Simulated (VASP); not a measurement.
Here is a VASP 6.6.1 calculation.

Contents of INCAR:

```
SYSTEM = MgO
  ALGO = Normal
  EDIFF = 1E-6
  ENCUT = 520
  GGA = CA
  ISIF = 2
  ISMEAR = 0
  ISYM = 0
  LASPH = .True.
  LCHARG = .False.
  LREAL = .False.
  LWAVE = .False.
  NBANDS = 36
  NELM = 60
  PREC = Accurate
  SIGMA = 0.05
```

Contents of KPOINTS:

```
k-points
0
Gamma
  8 8 2
  0 0 0
```

The input POSCAR:

```
MgO
1.0
   -3.4517839558      0.0000000000      0.0000000000
   -1.7258919779     -2.9893325941      0.0000000000
   -3.4517839558     -1.9928883961     12.4189476803
Mg O
6 6
Direct
    0.6111000000      0.6111000000      0.0833500000
    0.3888777778      0.3888777778      0.4166833333
    0.1666555556      0.1666555556      0.7500166667
   -0.2777888889     -0.2777888889      0.9166833333
    0.1666555556      0.1666555556      0.2500166667
   -0.0555666667     -0.0555666667      0.5833500000
    0.0555444444      0.0555444444      0.9166833333
    0.4999888889      0.4999888889      0.2500166667
    0.2777666667      0.2777666667      0.5833500000
    0.2777666667      0.2777666667      0.0833500000
    0.0555444444      0.0555444444      0.4166833333
   -0.1666777778     -0.1666777778      0.7500166667
```

Potentials or basis: VASP PAW LDA potentials, release 64 (Mg, O).

Run with:

```console
$ cat potpaw_LDA.64/Mg/POTCAR potpaw_LDA.64/O/POTCAR > POTCAR
$ mpirun -np 1 vasp_std > vasp.out
```

(1) Predict the pressure.

(2) What does it give for the largest force?

(3) Predict the band gap on the k mesh.

Answers

(1) -1.0 GPa.

(2) 4.954 eV/Å.

(3) 3.02 eV, direct.

Caveat: forces of over 1 eV/Å act on the atoms, so gaps and moduli don't describe the material at rest.
